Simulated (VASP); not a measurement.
Write the native input for VASP 6.6.1 that does the following.

```
Task                   : relaxation of cell and atoms
Functional             : PBE
Potentials or basis    : VASP PAW PBE potentials, release 64 (Cu)
Cutoff                 : 600 eV
k mesh                 : 13 × 12 × 13
Occupations            : fermi-dirac, width 0.05 eV
Spin                   : no spin polarisation
Dipole correction      : no
Further INCAR settings : ALGO = Fast; EDIFF = 1e-06; IBRION = 2; EDIFFG = -0.01; NSW = 60; ISIF = 3
```

The structure of Cu lies in POSCAR:

```
Cu
1.0
   -0.0044255800      1.7884307700      1.8385346600
    1.8229069400     -0.0174867600      1.8515958300
    1.7828182100      1.7614032200      0.0226019700
Cu
1
Direct
    0.0000000000      0.0000000000      0.0000000000
```

One way to write it, as run:

INCAR

```
SYSTEM = Cu
  PREC = Accurate
  ENCUT = 600
  EDIFF = 1E-6
  ISMEAR = -1
  SIGMA = 0.05
  LREAL = .False.
  LASPH = .True.
  NELM = 100
  ALGO = Fast
  ISIF = 3
  LWAVE = .False.
  LCHARG = .False.
  GGA = PE
  IBRION = 2
  NSW = 60
  EDIFFG = -0.01
```

KPOINTS

```
Automatic mesh
0
Gamma
  13 12 13
  0 0 0
```

Potentials or basis: VASP PAW PBE potentials, release 64 (Cu).

Command:

```console
$ cat potpaw_PBE.64/Cu/POTCAR > POTCAR
$ mpirun -np 1 vasp_std > vasp.out
```

It gave:

| Property | Result |
| --- | --- |
| Relaxed volume | 12.00 Å³/atom |
| Relaxed cell | a = 2.562 Å, b = 2.585 Å, c = 2.559 Å, α = 60.07°, β = 60.10°, γ = 60.05° |
| Space group after relaxing (to 0.1 Å) | Fm-3m (No. 225) |
| Energy gained by relaxing | 4.6 meV/atom |
| Ionic steps | 41 |
| Pressure after relaxing | 0.0 GPa |
| Band gap on the k mesh | zero (an odd number of electrons rules out a gap without spin polarisation) |

It took 42 min on 1 thread of Intel Xeon 8259CL (shared host), peak memory 0.39 GiB.
